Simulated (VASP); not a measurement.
Runs of VASP 6.6.1 on Cu. The structure is that of space group Fm-3m (No. 225), or close to it. The cells are those of the table. 

| cell | gap on the mesh (eV) | pressure (GPa) |
| --- | --- | --- |
| a = 2.654 Å, angles 60.0°, 1 atom | none | (a) |
| a = 2.696 Å, angles 60.0°, 1 atom | none | (b) |
| a = 2.566 Å, angles 60.0°, 1 atom | none | 0.7 |
| a = 2.519 Å, angles 60.0°, 1 atom | none | 9.6 |
| a = 2.456, b = 2.456, c = 2.359 Å, angles 61.3, 61.3, 57.4°, 1 atom | none | 39.7 |

Alike in all rows: task single point; level PBE; potentials or basis VASP PAW PBE potentials, release 64 (Cu); no spin polarisation; k mesh 24 × 24 × 24; cutoff (eV) 520; smearing gaussian 0.15 eV.

Estimate the missing entries.

(a) -10.5; (b) -12.9.

A gap of «none» marks levels without a gap at the run's occupations.
